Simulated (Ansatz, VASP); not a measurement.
**One calculation of Ta, two programs**

```xyz
1
Lattice="-1.6472 1.6513 1.6472 1.6554 -1.6513 1.6554 1.6472 1.6513 -1.6472" Properties=species:S:1:pos:R:3 pbc="T T T"
Ta    0.0000    0.0000    0.0000
```

Change from the starting cell: strain +0.0050 x Voigt [0, 0, 0, 0, 1, 0], atoms carried along.

Alike in both runs: task single point; functional PBE; k mesh 20 × 20 × 20; occupations gaussian, width 0.15 eV; no spin polarisation.

|  | VASP | Ansatz |
| --- | --- | --- |
| version | VASP 6.6.1 | Ansatz 0.2.0 |
| potentials or method | VASP PAW PBE potentials, release 64 (Ta_pv), cutoff 520 eV | scalar-relativistic, plane waves, PAW |
| valence electrons in the cell | 11 | 13 |

```csv
,VASP,Ansatz,Ansatz less VASP
gap on the k mesh at the Fermi level (eV),none,none,-
pressure (GPa),3.2,3.1,-0.08
"traceless stress, the component that is largest in VASP (GPa)",-0.41,-0.41,+0.002
```

A gap of «none» marks a metal or a gap that the smearing closes. VASP's potentials hold 11 valence electrons a cell and Ansatz's 13, so a difference there can come from the potentials and not from the codes.

Neither program's run includes spin-orbit coupling.
